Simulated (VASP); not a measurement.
# BN (F-43m) in VASP: a series of runs

The runs below take BN through vibrations by perturbation theory, elastic constants, with PBEsol.

All numbers are computed with VASP 6.6.1; they aren't measurements. Logs are shortened: lines on timing, memory, paths and dates and some standing lists are left out, and cuts for length are marked.

**1. The cell of the first run**

The structure is cubic, space group F-43m (No. 216). Conventional cell: a = 3.603 Å, b = 3.603 Å, c = 3.603 Å, α = 90.00°, β = 90.00°, γ = 90.00°. Within 2.1 Å of B (site symmetry -43m) lie 4 N at 1.56 Å. N (site symmetry -43m) has 4 B at 1.56 Å within 2.1 Å.

**2. Vibrations by perturbation theory, PBEsol**

INCAR reads:

```
SYSTEM = BN
ALGO = Normal
EDIFF = 1E-8
ENCUT = 520
GGA = PS
IBRION = 8
ISIF = 2
ISMEAR = 0
LASPH = .TRUE.
LCHARG = .FALSE.
LEPSILON = .TRUE.
LREAL = .FALSE.
LWAVE = .FALSE.
NBANDS = 11
NELM = 100
NSW = 1
PREC = Accurate
SIGMA = 0.01
```

KPOINTS reads:

```
k-points
0
G
  12 12 12
  0 0 0
```

POSCAR reads:

```
BN
1.0
    0.0000000000      1.8012807301      1.8012807301
    1.8012807301      0.0000000000      1.8012807301
    1.8012807301      1.8012807301      0.0000000000
B N
1 1
Direct
    0.0000000000      0.0000000000      0.0000000000
    0.7500000000      0.7500000000      0.7500000000
```

Potentials or basis: VASP PAW PBE potentials, release 64 (B, N).

Launch:

```bash
cat potpaw_PBE.64/B/POTCAR potpaw_PBE.64/N/POTCAR > POTCAR
mpirun -np 1 vasp_std > vasp.out
```

OUTCAR:

```text
SYSTEM = BN
   EDIFF = 1E-8
   ENCUT = 520
   GGA = PS
   IBRION = 8
   ISIF = 2
   ISMEAR = 0
   LASPH = .TRUE.
   LEPSILON = .TRUE.
   LREAL = .FALSE.
   NELM = 100
   NSW = 1
   PREC = Accurate

 ion  position               nearest neighbor table
   1  0.000  0.000  0.000-   2 1.56   2 1.56   2 1.56   2 1.56
   2  0.750  0.750  0.750-   1 1.56   1 1.56   1 1.56   1 1.56

  LATTYP: Found a face centered cubic cell.
 ALAT       =     3.6025614602

  Lattice vectors:

 A1 = (   0.0000000000,   1.8012807301,   1.8012807301)
 A2 = (   1.8012807301,   0.0000000000,   1.8012807301)
 A3 = (   1.8012807301,   1.8012807301,   0.0000000000)

Analysis of symmetry for initial positions (statically):
=====================================================================
 Subroutine PRICEL returns:
 Original cell was already a primitive cell.

 Routine SETGRP: Setting up the symmetry group for a
 face centered cubic supercell.

 Subroutine GETGRP returns: Found 24 space group operations
 (whereof 24 operations were pure point group operations)
 out of a pool of 48 trial point group operations.

The static configuration has the point symmetry T_d .

Analysis of symmetry for dynamics (positions and initial velocities):
=====================================================================
 Subroutine PRICEL returns:
 Original cell was already a primitive cell.

 Routine SETGRP: Setting up the symmetry group for a
 face centered cubic supercell.

 Subroutine GETGRP returns: Found 24 space group operations
 (whereof 24 operations were pure point group operations)
 out of a pool of 48 trial point group operations.

The dynamic configuration has the point symmetry T_d .

 Subroutine INISYM returns: Found 24 space group operations
 (whereof 24 operations are pure point group operations),
 and found     1 'primitive' translations

[... 568 lines left out ...]
     0.00000  2.71539 -0.00301

 MACROSCOPIC STATIC DIELECTRIC TENSOR (including local field effects in DFT)
 ------------------------------------------------------
           4.627925     0.000000    -0.000000
          -0.000000     4.627925     0.000000
          -0.000000     0.000000     4.627925
 ------------------------------------------------------

 PIEZOELECTRIC TENSOR (including local field effects)  for field in x, y, z        (e  Angst)
          XX          YY          ZZ          XY          YZ          ZX
  --------------------------------------------------------------------------------
  x    -0.00000    -0.00000    -0.00000     0.00000     0.75207     0.00000
  y    -0.00000    -0.00000    -0.00000     0.00000     0.00000     0.75207
  z    -0.00000    -0.00000     0.00000     0.75207     0.00000     0.00000

 PIEZOELECTRIC TENSOR (including local field effects)  for field in x, y, z        (C/m^2)
          XX          YY          ZZ          XY          YZ          ZX
  --------------------------------------------------------------------------------
  x    -0.00000    -0.00000    -0.00000     0.00000     1.03084     0.00000
  y    -0.00000    -0.00000    -0.00000     0.00000     0.00000     1.03084
  z    -0.00000    -0.00000     0.00000     1.03084     0.00000     0.00000

 BORN EFFECTIVE CHARGES (including local field effects) (in |e|, cummulative output)
 ---------------------------------------------------------------------------------
 ion    1
    1     1.89791    -0.00000    -0.00000
    2     0.00000     1.89791    -0.00000
    3     0.00000     0.00000     1.89791
 ion    2
    1    -1.89791     0.00000     0.00000
    2    -0.00000    -1.89791     0.00000
    3     0.00000    -0.00000    -1.89791

 INTERNAL STRAIN TENSOR FOR ION    2 for displacements in x,y,z  (eV/Angst):
          X           Y           Z          XY          YZ          ZX
  --------------------------------------------------------------------------------
  x     0.00000    -0.00000    -0.00000     0.00000     2.71539     0.00000
  y    -0.00000     0.00000    -0.00000     0.00000     0.00000     2.71539
  z    -0.00000    -0.00000     0.00000     2.71539     0.00000     0.00000

 SECOND DERIVATIVES (NOT SYMMETRIZED)
 ------------------------------------
               1X          1Y          1Z          2X          2Y          2Z
  1X   -24.883995    0.000000    0.000000   24.883995    0.000000    0.000000
  1Y     0.000000  -24.883995    0.000000    0.000000   24.883995    0.000000
  1Z     0.000000    0.000000  -24.883995    0.000000    0.000000   24.883995
  2X    24.880431    0.000000    0.000000  -24.880431    0.000000    0.000000
  2Y     0.000000   24.880431    0.000000    0.000000  -24.880431    0.000000
  2Z     0.000000    0.000000   24.880431    0.000000    0.000000  -24.880431

 Eigenvectors and eigenvalues of the dynamical matrix
 ----------------------------------------------------

   1 f  =   31.572985 THz   198.378918 2PiTHz 1053.161433 cm-1   130.575317 meV
             X         Y         Z           dx          dy          dz
      0.000000  0.000000  0.000000     0.000000   -0.751211   -0.000000
      2.701921  2.701921  2.701921     0.000000    0.660062    0.000000
[... 21 lines left out ...]
   6 f/i=    0.001121 THz     0.007045 2PiTHz    0.037400 cm-1     0.004637 meV
             X         Y         Z           dx          dy          dz
      0.000000  0.000000  0.000000    -0.171344   -0.613974    0.171344
      2.701921  2.701921  2.701921    -0.195005   -0.698759    0.195005

--------------------------------------------------------------------------------------------------------

 MACROSCOPIC STATIC DIELECTRIC TENSOR IONIC CONTRIBUTION
 ------------------------------------------------------
           2.241064    -0.000000     0.000000
          -0.000000     2.241064     0.000000
           0.000000     0.000000     2.241064
 ------------------------------------------------------

 ELASTIC MODULI CONTR FROM IONIC RELAXATION (kBar)
 Direction    XX          YY          ZZ          XY          YZ          ZX
 --------------------------------------------------------------------------------
 XX          -0.0000      0.0000     -0.0000     -0.0000     -0.0000      0.0000
 YY           0.0000     -0.0000      0.0000     -0.0000     -0.0000     -0.0000
 ZZ          -0.0000      0.0000     -0.0000      0.0000     -0.0000      0.0000
 XY          -0.0000     -0.0000      0.0000    -38.2343     -0.0000     -0.0000
 YZ          -0.0000     -0.0000     -0.0000     -0.0000    -38.2343     -0.0000
 ZX           0.0000     -0.0000      0.0000     -0.0000     -0.0000    -38.2343
 --------------------------------------------------------------------------------

 PIEZOELECTRIC TENSOR IONIC CONTR  for field in x, y, z        (C/m^2)
          XX          YY          ZZ          XY          YZ          ZX
  --------------------------------------------------------------------------------
  x    -0.00000    -0.00000    -0.00000    -0.00000    -0.27544    -0.00000
  y     0.00000    -0.00000     0.00000    -0.00000     0.00000    -0.27544
  z    -0.00000    -0.00000     0.00000    -0.27544    -0.00000    -0.00000
```

Wall time 2.5 min (1 thread of Intel Xeon 6975P-C, shared host); peak memory 0.2 GiB.

Results:

- Electronic dielectric tensor (diagonal): 4.63
- Born charges (mean of the diagonal): B +1.90; N -1.90 e
- Highest phonon frequency at Γ, LO-TO splitting left out: 1053 cm⁻¹

Phonon frequencies in cm⁻¹ (negative: imaginary):
```tsv
q point	frequencies
(0.000, 0.000, 0.000)	0 0 0 1053 1053 1053
```

Electronic dielectric tensor:
```
4.63 0.00 0.00
0.00 4.63 0.00
0.00 0.00 4.63
```

Born effective charge tensors (e):
atom 1, B
```
1.90 0.00 0.00
0.00 1.90 0.00
0.00 0.00 1.90
```
atom 2, N
```
-1.90  0.00  0.00
 0.00 -1.90  0.00
 0.00  0.00 -1.90
```

Caveat: the cell wasn't relaxed at this level first, which shifts response properties; the PAW data sets were made with another functional, which shifts forces and pressure a little.

**3. Elastic constants, PBEsol**

This run uses another cell than the first one, of 5.86 Å³/atom, 1.003 times its volume.

INCAR reads:

```
PREC = Accurate
ENCUT = 600
EDIFF = 1E-8
ISMEAR = 0
SIGMA = 0.01
LREAL = False
LASPH = True
NELM = 80
ALGO = Normal
ISIF = 3
LWAVE = False
LCHARG = False
GGA = PS
NBANDS = 11
IBRION = 6
NFREE = 2
POTIM = 0.015
NSW = 1
```

KPOINTS reads:

```
Automatic mesh
0
Gamma
  12 12 12
```

POSCAR reads:

```
BN
1.0
    0.0000000000      1.8028454611      1.8028454611
    1.8028454611      0.0000000000      1.8028454611
    1.8028454611      1.8028454611      0.0000000000
B N
1 1
Direct
    0.0000000000      0.0000000000      0.0000000000
    0.7500000000      0.7500000000      0.7500000000
```

Potentials or basis: VASP PAW PBE potentials, release 64 (B, N).

Launch:

```bash
cat potpaw_PBE.64/B/POTCAR potpaw_PBE.64/N/POTCAR > POTCAR
mpirun -np 1 vasp_std > vasp.out
```

Run time: 5.8 min. Hardware: 1 thread of Intel Xeon Platinum 8259CL at 2.50GHz (Skylake/Cascade Lake), shared host; peak memory 0.24 GiB.

It converged, with:

```
Elastic constants C11, C12, C44                         : 794, 185, 458 GPa
Voigt bulk modulus                                      : 388 GPa
Highest phonon frequency at Γ, LO-TO splitting left out : 1050 cm⁻¹
```

Phonon frequencies in cm⁻¹ (negative: imaginary):
```
              q point           frequencies
(0.000, 0.000, 0.000)  0 0 0 1050 1050 1050
```

Elastic tensor in Voigt notation (GPa, in the Cartesian axes of the cell as first typed):
```
794 185 185   0   0   0
185 794 185   0   0   0
185 185 794   0   0   0
  0   0   0 458   0   0
  0   0   0   0 458   0
  0   0   0   0   0 458
```

Clamped-ion elastic tensor (GPa):
```
794 185 185   0   0   0
185 794 185   0   0   0
185 185 794   0   0   0
  0   0   0 462   0   0
  0   0   0   0 462   0
  0   0   0   0   0 462
```

Caveat: the PAW data sets were made with another functional, which shifts forces and pressure a little.
